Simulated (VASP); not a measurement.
AlAs: single point with r2SCAN+rVV10

Crystal: AlAs.

```xyz
2
Lattice="0.0000 2.8400 2.8400 2.8400 0.0000 2.8400 2.8400 2.8400 0.0000" Properties=species:S:1:pos:R:3 pbc="T T T"
Al    0.0000    0.0000    0.0000
As    1.4200    1.4200    1.4200
```

```yaml
Program: VASP 6.6.1
Task: single point
Functional: r2SCAN
Dispersion: rVV10
Potentials_or_basis: VASP PAW PBE potentials, release 64 (Al, As)
Cutoff: 550 eV
k_mesh: 6 × 6 × 6
Occupations: gaussian, width 0.1 eV
Spin: no spin polarisation
Dipole_correction: no
Further_INCAR_settings: ALGO = Normal; EDIFF = 1e-06; NBANDS = 11
```

| Quantity | Value |
| --- | --- |
| Pressure | -0.6 GPa |
| Band gap on the k mesh | 1.75 eV (least direct gap 2.59 eV) |

Levels at points of the mesh, in eV from the valence-band top:
```
           k point  band 1  band 2  band 3  band 4  band 5  band 6  band 7  band 8
(0.00, 0.00, 0.00)  -12.27    0.00    0.00    0.00    2.59    4.67    4.67    4.67
(0.50, 0.00, 0.00)  -10.80   -5.67   -0.85   -0.85    2.58    5.07    5.07    8.30
(0.50, 0.50, 0.00)  -10.23   -5.52   -2.23   -2.23    1.75    2.64   11.08   11.08
```

It took 83 s on 1 thread of AMD EPYC 7R43 64-Core Processor (Zen 3), on a shared host, peak memory 0.28 GiB.

Caveat: the PAW data sets were made with another functional, which shifts forces and pressure a little. A k mesh can miss the band edges.
